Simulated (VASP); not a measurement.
# H6C2O in VASP: further runs, part 2 of 2

VASP 6.6.1. The steps go on from the part before.

## (4) Single point, PBE+D3(BJ)

INCAR reads:

```
SYSTEM = H6C2O
ALGO = Normal
EDIFF = 1E-6
ENCUT = 520
GGA = PE
ISIF = 2
ISMEAR = -1
IVDW = 12
LASPH = .TRUE.
LCHARG = .TRUE.
LELF = .TRUE.
LREAL = Auto
LVHAR = .TRUE.
LWAVE = .FALSE.
NBANDS = 64
NELM = 60
PREC = Accurate
SIGMA = 0.05
```

KPOINTS reads:

```
k-points
0
G
  1 1 1
  0 0 0
```

POSCAR reads:

```
H6C2O
1.0
    7.5290720000      0.0000000000      0.0000000000
    0.0000000000      7.5290720000      0.0000000000
    0.0000000000      0.0000000000      7.5290720000
C O H
8 4 24
Direct
    0.0713235310      0.2228030227      0.3292171997
    0.2474939807      0.2367091190      0.2459931317
    0.5422182176      0.5220032429      0.6205944106
    0.3688900837      0.4158414211      0.6813987169
    0.4122287581      0.7882246311      0.1039703167
    0.4301858184      0.6114432164      0.1932110624
    0.9090894602     -0.0976481564      1.0352139015
    0.7738005427      0.0500194446      0.9932299758
    0.2137846470      0.3242630699      0.0833701683
    0.3808304662      0.2180348388      0.7149221046
    0.5782120293      0.5038203911      0.1486637397
    0.7002058155      0.1066930958      1.1672222022
    0.2663542067      0.2595406180     -0.0163101110
    0.3527393549      0.3040348133      0.3250998264
    0.2995189845      0.0852296272      0.2165871172
    0.0737806731      0.2009145350      0.4661530664
    0.0113825449      0.3501361124      0.3562723268
   -0.0218752059      0.1346115431      0.2615461773
    0.5120551377      0.2145417124      0.7060896748
    0.3324712528      0.4789434873      0.8245239254
    0.2557685728      0.4181657447      0.6013357290
    0.5100628603      0.6630564829      0.6233039078
    0.6550209641      0.5037407000      0.7226787046
    0.6223608965      0.4933542939      0.4961966096
    0.6334645226      0.6028631417      0.0775128728
    0.4592863503      0.6322293106      0.3309969675
    0.3059341178      0.5306895724      0.2006223343
    0.3442522531      0.9019172615      0.1652926151
    0.5507451649      0.8250020720      0.1091236742
    0.3587693145      0.7845057133     -0.0309732727
    0.6671207288      0.2183536032      1.1383873072
    0.8799358009      0.1651066692      0.9411518445
    0.6620337805     -0.0165093387      0.9324787969
    0.9316818859     -0.1734609524      0.9181476814
    1.0351342104     -0.0512812203      1.0780744294
    0.8916769557     -0.1967573162      1.1365942576
```

Potentials or basis: VASP PAW PBE potentials, release 64 (C, O, H).

Run with:

```console
> cat potpaw_PBE.64/C/POTCAR potpaw_PBE.64/O/POTCAR potpaw_PBE.64/H/POTCAR > POTCAR
> mpirun -np 1 vasp_gam > vasp.out
```

OUTCAR:

```text
SYSTEM = H6C2O
   EDIFF = 1E-6
   ENCUT = 520
   GGA = PE
   ISIF = 2
   ISMEAR = -1
   IVDW = 12
   LASPH = .TRUE.
   LREAL = Auto
   NELM = 60
   PREC = Accurate
 IVDW          = 12

 ion  position               nearest neighbor table
   1  0.071  0.223  0.329-  16 1.04  17 1.08  18 1.09   2 1.47
   2  0.247  0.237  0.246-  14 1.11  15 1.23   9 1.41   1 1.47
   3  0.542  0.522  0.621-  22 1.09  24 1.13  23 1.15   4 1.60
   4  0.369  0.416  0.681-  21 1.04  20 1.21  10 1.51   3 1.60
   5  0.412  0.788  0.104-  29 1.08  30 1.09  28 1.10   6 1.50
   6  0.430  0.611  0.193-  26 1.07  27 1.12  11 1.42   5 1.50
   7  0.909  0.902  0.035-  35 1.06  34 1.06  36 1.08   8 1.54
   8  0.774  0.050  0.993-  33 1.08  32 1.24  12 1.48   7 1.54
   9  0.214  0.324  0.083-  13 0.98   2 1.41
  10  0.381  0.218  0.715-  19 0.99   4 1.51
  11  0.578  0.504  0.149-  25 1.01   6 1.42
  12  0.700  0.107  0.167-  31 0.90   8 1.48
  13  0.266  0.260  0.984-   9 0.98
  14  0.353  0.304  0.325-   2 1.11
  15  0.300  0.085  0.217-   2 1.23
  16  0.074  0.201  0.466-   1 1.04
  17  0.011  0.350  0.356-   1 1.08
[... 17 lines left out ...]
  35  0.035  0.949  0.078-   7 1.06
  36  0.892  0.803  0.137-   7 1.08

  LATTYP: Found a simple cubic cell.
 ALAT       =     7.5290720000

  Lattice vectors:

 A1 = (   7.5290720000,   0.0000000000,   0.0000000000)
 A2 = (   0.0000000000,   7.5290720000,   0.0000000000)
 A3 = (   0.0000000000,   0.0000000000,   7.5290720000)

Analysis of symmetry for initial positions (statically):
=====================================================================
 Subroutine PRICEL returns:
 Original cell was already a primitive cell.

 Routine SETGRP: Setting up the symmetry group for a
 simple cubic supercell.

 Subroutine GETGRP returns: Found  1 space group operations
 (whereof  1 operations were pure point group operations)
 out of a pool of 48 trial point group operations.

The static configuration has the point symmetry C_1 .

Analysis of symmetry for dynamics (positions and initial velocities):
=====================================================================
 Subroutine PRICEL returns:
 Original cell was already a primitive cell.

 Routine SETGRP: Setting up the symmetry group for a
 simple cubic supercell.

 Subroutine GETGRP returns: Found  1 space group operations
 (whereof  1 operations were pure point group operations)
 out of a pool of 48 trial point group operations.

The dynamic configuration has the point symmetry C_1 .

 Subroutine INISYM returns: Found  1 space group operations
 (whereof  1 operations are pure point group operations),
 and found     1 'primitive' translations

----------------------------------------------------------------------------------------

                                     Primitive cell

  volume of cell :     426.7999

  direct lattice vectors                    reciprocal lattice vectors
     7.529072000  0.000000000  0.000000000     0.132818493  0.000000000  0.000000000
     0.000000000  7.529072000  0.000000000     0.000000000  0.132818493  0.000000000
     0.000000000  0.000000000  7.529072000     0.000000000  0.000000000  0.132818493

  length of vectors
     7.529072000  7.529072000  7.529072000     0.132818493  0.132818493  0.132818493

  position of ions in fractional coordinates (direct lattice)
     0.071323531  0.222803023  0.329217200
[... 101 lines left out ...]
 Following reciprocal coordinates:
            Coordinates               Weight
  0.000000  0.000000  0.000000      1.000000
   k-points           NKPTS =      1   k-points in BZ     NKDIM =      1   number of bands    NBANDS=     64
   number of dos      NEDOS =    301   number of ions     NIONS =     36
   total plane-waves  NPLWV = 175616
   dimension x,y,z NGX =    56 NGY =   56 NGZ =   56
   dimension x,y,z NGXF=   112 NGYF=  112 NGZF=  112
   ions per type =               8   4  24
   NGX,Y,Z   is equivalent  to a cutoff of  12.37, 12.37, 12.37 a.u.
   NGXF,Y,Z  is equivalent  to a cutoff of  24.73, 24.73, 24.73 a.u.
 SYSTEM =  H6C2O
   PREC   = accura    normal or accurate (medium, high low for compatibility)
   ISTART =      0    job   : 0-new  1-cont  2-samecut
   ICHARG =      2    charge: 1-file 2-atom 10-const
   ISPIN  =      1    spin polarized calculation?
   LNONCOLLINEAR =      F non collinear calculations
   LSORBIT =      F    spin-orbit coupling
   LASPH  =      T    aspherical Exc in radial PAW
   ENCUT  =  520.0 eV  38.22 Ry    6.18 a.u.  14.00 14.00 14.00*2*pi/ulx,y,z
   NELM   =     60;   NELMIN=  2; NELMDL= -5     # of ELM steps
   EDIFF  = 0.1E-05   stopping-criterion for ELM
   LREAL  =      T    real-space projection
   EDIFFG = 0.1E-04   stopping-criterion for IOM
   NSW    =      0    number of steps for IOM
   IBRION =     -1    ionic relax: 0-MD 1-quasi-New 2-CG
   NFREE  =      0    steps in history (QN), initial steepest desc. (CG)
   ISIF   =      2    stress and relaxation
   ISYM   =      2    0-nonsym 1-usesym 2-fastsym
   POTIM  = 0.5000    time-step for ionic-motion
   TEBEG  =    0.0;   TEEND  =   0.0 temperature during run
   PSTRESS=    0.0 pullay stress
   NELECT =      80.0000    total number of electrons
   NUPDOWN=      -1.0000    fix difference up-down
   EMIN   =  10.00;   EMAX   =-10.00  energy-range for DOS
   EFERMI =   0.00;   METHOD = LEGACY
   ISMEAR =    -1;   SIGMA  =   0.05  broadening in eV -4-tet -1-fermi 0-gaus
   EFERMI_NEDOS =   21; number of points for ismear=-14 and -15
   IALGO  =     38    algorithm
   IMIX   =      4    mixing-type and parameters
     AMIX     =   0.40;   BMIX     =  1.00
     AMIX_MAG =   1.60;   BMIX_MAG =  1.00
  volume/ion in A,a.u.               =      11.86        80.01
  Fermi-wavevector in a.u.,A,eV,Ry     =   0.936907  1.770498 11.943135  0.877796
  Thomas-Fermi vector in A             =   2.063965
   LORBIT       =      0    0 simple, 1 ext, 2 COOP (PROOUT), +10 PAW based schemes
   GGA     = PE    functional components
   LHFCALC =     F    Hartree Fock is set to
   AEXX    =    0.0000 exact exchange contribution
   IVDW    =    12    specifies the selected vdW correction
   LEPSILON=     F    determine dielectric tensor
   LRPA    =     F    only Hartree local field effects (RPA)
 non-spin polarized calculation
  energy-cutoff  :      520.00
  volume of cell :      426.80
 maximum number of plane-waves:      5730
 NGX is ok and might be reduce to    54
   NGX = 27   NGY = 27   NGZ = 27

 number of electron      80.0000006 magnetization

 Free energy of the ion-electron system (eV)
  ---------------------------------------------------
  ext. energy  EPLUGINS =         0.00000000
  ---------------------------------------------------
  free energy    TOTEN  =      -183.88011519 eV

  energy without entropy =     -183.88011519  energy(sigma->0) =     -183.88011519

 E-fermi :  -1.6638     XC(G=0):  -6.0220

 val. band max:       -2.9302624315   @ k =   0.0000   0.0000   0.0000
 cond. band min:       1.5464675198   @ k =   0.0000   0.0000   0.0000
 fundamental gap:      4.4767299513
 Fermi energy:        -1.6637675711

 k-point     1 :       0.0000    0.0000    0.0000
  band No.  band energies     occupation
      1     -23.0250      2.00000
      2     -22.6033      2.00000
      3     -22.5766      2.00000
      4     -22.4395      2.00000
      5     -15.9244      2.00000
      6     -15.7000      2.00000
[... 44 lines left out ...]
     51       4.6812      0.00000
     52       4.7808      0.00000
 [bands above 52 left out]

------------------------ aborting loop because EDIFF is reached ----------------------------------------

 Edisp (eV)   -1.29339

 E8    (eV) :    -0.2925

  FORCE on cell =-STRESS in cart. coord.  units (eV):
  Direction    XX          YY          ZZ          XY          YZ          ZX
  --------------------------------------------------------------------------------------
  -------------------------------------------------------------------------------------
  Total      -0.59614     1.30084     6.19740    -3.32983    -0.10414     0.85737
  in kB      -2.23786     4.88325    23.26460   -12.49993    -0.39093     3.21850
  external pressure =        8.64 kB  Pullay stress =        0.00 kB

 VOLUME and BASIS-vectors are now :
 -----------------------------------------------------------------------------
  energy-cutoff  :      520.00
  volume of cell :      426.80
      direct lattice vectors                 reciprocal lattice vectors
     7.529072000  0.000000000  0.000000000     0.132818493  0.000000000  0.000000000
     0.000000000  7.529072000  0.000000000     0.000000000  0.132818493  0.000000000
     0.000000000  0.000000000  7.529072000     0.000000000  0.000000000  0.132818493

 POSITION                                       TOTAL-FORCE (eV/Angst)
 -----------------------------------------------------------------------------------
      0.53700      1.67750      2.47870        -0.746278      0.379512      0.584860
      1.86340      1.78220      1.85210         0.985628     -2.877437     -0.660736
      4.08240      3.93020      4.67250         1.084244     -1.386819      0.817129
      2.77740      3.13090      5.13030         1.248324      0.477362      3.350399
      3.10370      5.93460      0.78280         0.509802     -0.342181     -0.778226
      3.23890      4.60360      1.45470        -3.091026     -0.720891      3.025180
[... 28 lines left out ...]
      0.26453      7.14297      0.58783         1.120528      0.957814     -0.054323
      6.71350      6.04767      1.02843        -1.360403     -0.439421      0.757201
 -----------------------------------------------------------------------------------
    total drift:                                0.006661      0.028244     -0.008791

  FREE ENERGIE OF THE ION-ELECTRON SYSTEM (eV)
  ---------------------------------------------------
  free  energy   TOTEN  =      -185.1735074369 eV

  energy  without entropy=     -185.1735074369  energy(sigma->0) =     -185.17350744
```

Wall time 2.7 min (1 thread of Intel Xeon 8259CL, shared host); peak memory 0.38 GiB.

What came out:

* Free energy: -185.1735 eV
* Pressure: 0.9 GPa
* Largest force: 4.854 eV/Å
* Band gap on the k mesh: 4.48 eV
* Dispersion energy per atom: -0.036 eV

Forces on the atoms (eV/Å):
```
C   -0.746  0.380  0.585
C    0.986 -2.877 -0.661
C    1.084 -1.387  0.817
C    1.248  0.477  3.350
C    0.510 -0.342 -0.778
C   -3.091 -0.721  3.025
C   -0.092  0.008 -0.322
C    3.031  0.252  2.686
O    0.085 -0.176 -1.466
O    1.917  1.785 -0.409
O    0.994  1.514 -2.687
O    1.600 -3.624 -0.377
H    0.212  0.084  0.072
H   -0.354 -0.240 -0.217
H   -0.606  2.756  0.625
H    0.539 -1.800  2.124
H   -0.528  1.226 -1.221
H    0.063  0.270  0.210
H   -0.598 -1.019  0.338
H    0.464 -0.755 -2.264
H   -1.296  0.862 -1.423
H   -0.105  0.189 -0.055
H   -1.277  0.112 -0.348
H   -1.356 -0.200  0.385
H    0.800 -1.759  0.275
H   -0.298  0.935  1.122
H    0.720  0.581 -0.737
H   -0.111 -0.804  0.631
H    0.629  1.033 -0.641
H    0.210 -0.229 -0.347
H   -1.680  4.546 -0.266
H   -2.813 -1.674  0.046
H   -0.226  0.661 -1.554
H    0.325 -0.581 -1.222
H    1.121  0.958 -0.054
H   -1.360 -0.439  0.757
```

Caveat: the k points lie up to 0.83 Å⁻¹ apart, too coarse for converged energies, forces and pressures.

## (5) The runs side by side

```tsv
cell	gap on the mesh (eV)	pressure (GPa)	largest force (eV/Å)
as given, atomic positions A	4.41	-0.3	0.27
as given, atomic positions B	4.17	1.9	7.04
as given, atomic positions C	4.48	0.9	4.85
```

Alike in all rows: task single point; level PBE+D3(BJ); potentials or basis VASP PAW PBE potentials, release 64 (C, O, H); no spin polarisation; k mesh 1 × 1 × 1; cutoff (eV) 520; smearing fermi-dirac 0.05 eV.

Caveats: all runs use coarse meshes.

Total energies depend on the potentials used, so only differences within one code and one set of settings carry meaning.
